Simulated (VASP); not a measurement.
# Si18N24O (a cell with a defect) in VASP: notebook, part 2 of 2

VASP 6.6.1. The steps go on from the part before.

## (3) Single point, PBE

Contents of INCAR:

```
SYSTEM = Si18N24O
PREC = Accurate
ENCUT = 520
EDIFF = 1E-6
ISMEAR = -1
SIGMA = 0.01
LREAL = Auto
LASPH = .TRUE.
NELM = 120
ALGO = Normal
ISIF = 2
LWAVE = .FALSE.
LCHARG = .FALSE.
GGA = PE
NBANDS = 126
GGA_COMPAT = .FALSE.
ISYM = -1
```

Contents of KPOINTS:

```
explicit points
1
Reciprocal
  0.25000000   0.25000000   0.25000000 1
```

Contents of POSCAR:

```
Si18N24O
1.0
    7.6633883341      0.0000000029      0.0000000000
   -3.8316941696      6.6366889750      0.0000000000
    0.0000000000      0.0000000000      8.7784169900
Si N O
18 24 1
Direct
    0.2352066035      0.8286026269      0.2520033135
    0.4049495724      0.2327318714      0.0858171833
    0.8255743444      0.5965718773      0.0857842153
    0.1730651157      0.4077253698      0.2523929094
    0.5913495780      0.7693275809      0.2515380698
    0.7677233477      0.1754094943      0.0858073061
    0.2341035746      0.8462476551      0.5857594119
    0.4056317205      0.2333656021      0.4178238287
    0.8147081833      0.5911913295      0.4113187617
    0.1752453924      0.4111364296      0.5857817041
    0.5875637281      0.7692086668      0.5857161507
    0.7669058932      0.1737133929      0.4190107799
    0.2352646646      0.8286628291      0.9195200929
    0.4056563063      0.2333816281      0.7538318882
    0.8147672561      0.5912736621      0.7602275188
    0.1730620938      0.4077165551      0.9191591699
    0.5913439371      0.7693496937      0.9198889704
    0.7668990979      0.1737027790      0.7525687832
    0.3319579289      0.6670455175      0.2503817800
    0.6662311014      0.3352805348      0.0857893612
    0.9698749052      0.6749565295      0.2523849723
    0.3007280774      0.9719350925      0.0857922420
    0.6680944908      0.7001517395      0.0857464644
    0.3271317383      0.2998762753      0.2521103268
    0.0294468136      0.3332870248      0.0857917864
    0.7031769869      0.0309850421      0.2518183949
    0.3275003719      0.6727209447      0.5857271636
    0.6660212270      0.3338763901      0.4177567643
    0.9548945131      0.6688593826      0.5857731453
    0.3210960843      0.9763170495      0.4131402355
    0.6598199208      0.6951726744      0.4184894408
    0.3294224822      0.3008749013      0.5857958436
    0.0295185880      0.3352827376      0.4195642658
    0.7000797223      0.0312187473      0.5857417156
    0.3319462460      0.6670228503      0.9210574288
    0.6660705571      0.3339466051      0.7537904868
    0.9699232077      0.6750861812      0.9191668061
    0.3211213514      0.9763077879      0.7584417527
    0.6598513463      0.6952532019      0.7530029044
    0.3271810697      0.2999137405      0.9194935585
    0.0295172387      0.3351777753      0.7520173550
    0.7030572164      0.0309773801      0.9196871591
    0.0231488923     -0.1079704977      0.5858324208
```

Potentials or basis: VASP PAW PBE potentials, release 64 (Si, N, O).

Launch:

```console
$ cat potpaw_PBE.64/Si/POTCAR potpaw_PBE.64/N/POTCAR potpaw_PBE.64/O/POTCAR > POTCAR
$ mpirun -np 1 vasp_std > vasp.out
```

OUTCAR:

```text
SYSTEM = Si18N24O
   PREC = Accurate
   ENCUT = 520
   EDIFF = 1E-6
   ISMEAR = -1
   LREAL = Auto
   LASPH = .TRUE.
   NELM = 120
   ISIF = 2
   GGA = PE
   ISYM = -1

 ion  position               nearest neighbor table
   1  0.235  0.829  0.252-  30 1.72  19 1.73  22 1.74  21 1.77  13 2.92   7 2.93   5 2.98   4 3.02
                             2 3.06   8 3.07   3 3.09   9 3.13
   2  0.405  0.233  0.086-  22 1.74  20 1.75  24 1.75  40 1.75  14 2.91   8 2.91   6 3.02   3 3.03
                             1 3.06  13 3.06   4 3.08  16 3.08
   3  0.826  0.597  0.086-  23 1.74  20 1.75  21 1.75  37 1.75   9 2.86  15 2.86   2 3.03   6 3.03
                             5 3.08  17 3.08   1 3.09  13 3.09
   4  0.173  0.408  0.252-  19 1.74  25 1.75  24 1.75  33 1.75  16 2.93  10 2.93   5 3.01   1 3.02
                             6 3.07   8 3.07  12 3.08   2 3.08
   5  0.591  0.769  0.252-  19 1.73  26 1.74  31 1.74  23 1.75  17 2.91  11 2.93   1 2.98   4 3.01
                             9 3.02  12 3.07   6 3.07   3 3.08
   6  0.768  0.175  0.086-  26 1.75  42 1.75  20 1.75  25 1.75  12 2.93  18 2.93   2 3.02   3 3.03
                             5 3.07  17 3.07   4 3.07  16 3.07
   7  0.234  0.846  0.586-  30 1.75  38 1.75  27 1.80  43 1.82  29 1.88   1 2.93  13 2.93   8 2.97
                            14 2.97  11 3.05  10 3.13
   8  0.406  0.233  0.418-  30 1.74  28 1.74  24 1.74  32 1.76   2 2.91  14 2.95   9 2.96   7 2.97
                            12 3.02   1 3.07   4 3.07  10 3.09
   9  0.815  0.591  0.411-  28 1.72  31 1.73  21 1.73  29 1.79  43 2.56   3 2.86   8 2.96   5 3.02
[... 14 lines left out ...]
                             6 3.07  14 3.07  18 3.08   2 3.08
  17  0.591  0.769  0.920-  35 1.73  42 1.74  39 1.74  23 1.75   5 2.91  11 2.93  13 2.98  16 3.01
                            15 3.02  18 3.07   6 3.07   3 3.08
  18  0.767  0.174  0.753-  34 1.74  42 1.75  36 1.75  41 1.76   6 2.93  12 2.93  14 3.02  15 3.03
                            11 3.06  17 3.07  16 3.08  10 3.09
  19  0.332  0.667  0.250-   1 1.73   5 1.73   4 1.74
  20  0.666  0.335  0.086-   2 1.75   3 1.75   6 1.75
  21  0.970  0.675  0.252-   9 1.73   3 1.75   1 1.77
  22  0.301  0.972  0.086-   1 1.74   2 1.74  13 1.74
  23  0.668  0.700  0.086-   3 1.74   5 1.75  17 1.75
  24  0.327  0.300  0.252-   8 1.74   4 1.75   2 1.75
  25  0.029  0.333  0.086-   4 1.75  16 1.75   6 1.75
  26  0.703  0.031  0.252-   5 1.74   6 1.75  12 1.75
  27  0.328  0.673  0.586-  10 1.74  11 1.74   7 1.80
  28  0.666  0.334  0.418-   9 1.72   8 1.74  12 1.75
  29  0.955  0.669  0.586-  43 1.52  15 1.79   9 1.79   7 1.88
[... 186 lines left out ...]
 maximum number of plane-waves:     12026
 NGX is ok and might be reduce to    56
   NGX = 29   NGY = 29   NGZ = 33

 number of electron     198.0000007 magnetization

 Free energy of the ion-electron system (eV)
  ---------------------------------------------------
  ext. energy  EPLUGINS =         0.00000000
  ---------------------------------------------------
  free energy    TOTEN  =      -347.08325967 eV

  energy without entropy =     -347.08325967  energy(sigma->0) =     -347.08325967

 E-fermi :   6.6347     XC(G=0): -10.8362

 val. band max:        6.3625056829   @ k =   0.2500   0.2500   0.2500
 cond. band min:      10.6320206588   @ k =   0.2500   0.2500   0.2500
 fundamental gap:      4.2695149759
 Fermi energy:         6.6347048663

 k-point     1 :       0.2500    0.2500    0.2500
  band No.  band energies     occupation
      1     -14.2785      2.00000
      2     -10.9320      2.00000
      3     -10.4645      2.00000
      4     -10.3917      2.00000
      5     -10.2338      2.00000
      6      -9.8514      2.00000
[... 103 lines left out ...]
    110      12.3511      0.00000
    111      12.5123      0.00000
 [bands above 111 left out]

------------------------ aborting loop because EDIFF is reached ----------------------------------------

  FORCE on cell =-STRESS in cart. coord.  units (eV):
  Direction    XX          YY          ZZ          XY          YZ          ZX
  --------------------------------------------------------------------------------------
  -------------------------------------------------------------------------------------
  Total        1.8479388      5.5302327      3.7286437      4.6079354     -0.0612167     -0.0069362
  in kB        6.6314677     19.8456572     13.3805190     16.5359236     -0.2196806     -0.0248910
  external PRESSURE =      13.2858813 kB  Pullay stress =       0.0000000 kB

 VOLUME and BASIS-vectors are now :
 -----------------------------------------------------------------------------
  energy-cutoff  :      520.00
  volume of cell :      446.47
      direct lattice vectors                 reciprocal lattice vectors
     7.663388334  0.000000003  0.000000000     0.130490581  0.075338772  0.000000000
    -3.831694170  6.636688975  0.000000000    -0.000000000  0.150677545  0.000000000
     0.000000000  0.000000000  8.778416990     0.000000000  0.000000000  0.113915755

 POSITION                                       TOTAL-FORCE (eV/Angst)
 -----------------------------------------------------------------------------------
     -1.37247      5.49918      2.21219         0.002752      0.009140      0.002297
      2.21153      1.54457      0.75334        -0.001088     -0.012501      0.002100
      4.04082      3.95926      0.75305        -0.002657      0.002113     -0.002325
     -0.23601      2.70595      2.21561         0.001284     -0.002300     -0.000323
      1.58391      5.10579      2.20811        -0.005899      0.004811      0.005886
      5.21125      1.16414      0.75325         0.000610      0.000271      0.000399
[... 35 lines left out ...]
      5.26910      0.20559      8.07340         0.002560     -0.005112      0.002736
     -3.24059      5.92012      5.14268        -0.085870      0.176742      0.003945
 -----------------------------------------------------------------------------------
    total drift:                               -0.008975     -0.000432      0.001076

  FREE ENERGIE OF THE ION-ELECTRON SYSTEM (eV)
  ---------------------------------------------------
  free  energy   TOTEN  =      -347.0832596685 eV

  energy  without entropy=     -347.0832596685  energy(sigma->0) =     -347.08325967
```

OSZICAR:

```text
N       E                     dE             d eps       ncg     rms          rms(c)
DAV:   1     0.978695111064E+03    0.97870E+03   -0.99109E+04   252   0.146E+03
DAV:   2    -0.307209275337E+03   -0.12859E+04   -0.12500E+04   314   0.308E+02
DAV:   3    -0.393909747329E+03   -0.86700E+02   -0.86113E+02   304   0.853E+01
DAV:   4    -0.395765787463E+03   -0.18560E+01   -0.18499E+01   320   0.128E+01
DAV:   5    -0.395805303685E+03   -0.39516E-01   -0.39458E-01   312   0.186E+00    0.502E+01
DAV:   6    -0.347355040446E+03    0.48450E+02   -0.19426E+02   288   0.334E+01    0.221E+01
DAV:   7    -0.347218855797E+03    0.13618E+00   -0.98462E+00   320   0.822E+00    0.107E+01
DAV:   8    -0.347080844041E+03    0.13801E+00   -0.72830E-01   296   0.268E+00    0.367E+00
DAV:   9    -0.347076869112E+03    0.39749E-02   -0.15945E-01   304   0.134E+00    0.624E-01
DAV:  10    -0.347080331408E+03   -0.34623E-02   -0.33190E-02   304   0.622E-01    0.384E-01
DAV:  11    -0.347082192065E+03   -0.18607E-02   -0.49826E-03   304   0.246E-01    0.196E-01
DAV:  12    -0.347083121250E+03   -0.92919E-03   -0.17549E-03   296   0.136E-01    0.454E-02
DAV:  13    -0.347083231643E+03   -0.11039E-03   -0.21934E-04   320   0.548E-02    0.208E-02
DAV:  14    -0.347083246515E+03   -0.14872E-04   -0.66719E-05   312   0.264E-02    0.989E-03
DAV:  15    -0.347083255025E+03   -0.85102E-05   -0.10457E-05   280   0.106E-02    0.607E-03
DAV:  16    -0.347083258947E+03   -0.39215E-05   -0.35377E-06   256   0.530E-03    0.212E-03
DAV:  17    -0.347083259669E+03   -0.72193E-06   -0.98642E-07   200   0.288E-03
   1 F= -.34708326E+03 E0= -.34708326E+03  d E =-.852067E-12
```

Wall time 5.3 min (1 thread of Intel Xeon 8259CL, shared host); peak memory 0.54 GiB.

Results:

```yaml
Free_energy: -347.0833 eV
Pressure: 1.3 GPa
Largest_force: 0.197 eV/Å
Band_gap_on_the_k_mesh: 4.27 eV
```

Forces on the atoms (eV/Å):
```
Si   0.003  0.009  0.002
Si  -0.001 -0.013  0.002
Si  -0.003  0.002 -0.002
Si   0.001 -0.002  0.000
Si  -0.006  0.005  0.006
Si   0.001  0.000  0.000
Si   0.071 -0.009 -0.002
Si   0.006 -0.005 -0.003
Si   0.010 -0.004  0.014
Si   0.003 -0.006  0.000
Si  -0.001  0.009  0.000
Si  -0.002  0.000  0.005
Si   0.003  0.006 -0.001
Si   0.009 -0.003  0.003
Si   0.008 -0.005 -0.009
Si   0.000 -0.002 -0.001
Si  -0.006  0.004 -0.006
Si  -0.002  0.001 -0.007
N    0.005 -0.001  0.001
N   -0.004  0.000  0.000
N    0.002  0.000 -0.001
N   -0.004  0.003  0.001
N    0.007  0.002  0.000
N   -0.002  0.003 -0.002
N   -0.001 -0.002  0.000
N    0.002 -0.005 -0.002
N    0.002 -0.002  0.000
N    0.000 -0.001 -0.003
N    0.021 -0.150 -0.002
N   -0.006  0.000 -0.010
N   -0.008  0.003 -0.012
N   -0.006 -0.008  0.001
N   -0.002 -0.002 -0.005
N    0.001  0.001  0.000
N    0.007 -0.001 -0.001
N   -0.001  0.001  0.003
N    0.000 -0.001  0.000
N   -0.010 -0.001  0.007
N   -0.007  0.002  0.013
N   -0.003  0.002  0.001
N   -0.003 -0.002  0.005
N    0.003 -0.005  0.003
O   -0.086  0.177  0.004
```

Levels at points of the mesh, in eV from the valence-band top:
| k point | band 97 | band 98 | band 99 | band 100 | band 101 | band 102 |
| --- | --- | --- | --- | --- | --- | --- |
| (0.25, 0.25, 0.25) | -0.19 | -0.07 | 0.00 | 4.27 | 5.05 | 5.21 |
